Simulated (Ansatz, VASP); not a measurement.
## One calculation of Tl, two programs

```
CELL_PARAMETERS angstrom
-2.09995 2.09995 2.09995
2.09995 -2.09995 2.09995
2.09995 2.09995 -2.09995
ATOMIC_POSITIONS crystal
Tl 0.00000 0.00000 0.00000
```

Alike in both runs: task single point; functional revPBE; k mesh 12 × 12 × 12; occupations fermi-dirac, width 0.1 eV; no spin polarisation.

|  | VASP | Ansatz |
| --- | --- | --- |
| version | VASP 6.6.1 | Ansatz 0.2.0 |
| potentials or method | VASP PAW PBE potentials, release 64 (Tl_d), cutoff 520 eV | plane waves (420 eV) with PAW, scalar-relativistic |
| valence electrons in the cell | 13 | 13 |

```tsv
	VASP	Ansatz	Ansatz less VASP
pressure (GPa)	-1.8	-1.8	+0.05
```

VASP's potentials were made for PBE, not for revPBE.

Spin-orbit coupling is off throughout.
